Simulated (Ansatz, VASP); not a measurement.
# SnGe5Se6 in VASP and in Ansatz

```
Sn Ge Se
1.0
     4.10758    0.00000    0.00000
    -2.05379    3.55727    0.00000
     0.00000    0.00000   20.12294
Sn Ge Se
1 5 6
Direct
  0.00000 0.00000 0.50000
  0.00000 0.00000 0.00000
  0.33333 0.66667 0.83333
  0.66667 0.33333 0.66667
  0.33333 0.66667 0.33333
  0.66667 0.33333 0.16667
  0.66667 0.33333 0.91667
  0.00000 0.00000 0.75000
  0.33333 0.66667 0.58333
  0.66667 0.33333 0.41667
  0.00000 0.00000 0.25000
  0.33333 0.66667 0.08333
```

Alike in both runs: task relaxation of cell and atoms; functional PBE; k mesh 6 × 6 × 1; occupations gaussian, width 0.1 eV; no spin polarisation.

|  | VASP | Ansatz |
| --- | --- | --- |
| version | VASP 6.6.1 | Ansatz 0.2.0 |
| potentials or method | VASP PAW PBE potentials, release 64 (Sn_d, Ge_d, Se), cutoff 600 eV | scalar-relativistic, plane waves, PAW |
| valence electrons in the cell | 120 | 180 |

|  | VASP | Ansatz | Ansatz less VASP |
| --- | --- | --- | --- |
| gap on the k mesh at the Fermi level, each at its own relaxed structure (eV) | 0.07 | 0.09 | +0.024 |
| relaxed volume (Å³/atom) | 23.55 | 23.44 | -0.113 |
| relaxed length of the cell vector where the two differ most in proportion (Å) | 19.998 | 19.951 | -0.0465 |

VASP's potentials hold 120 valence electrons a cell and Ansatz's 180, so a difference there can come from the potentials and not from the codes.
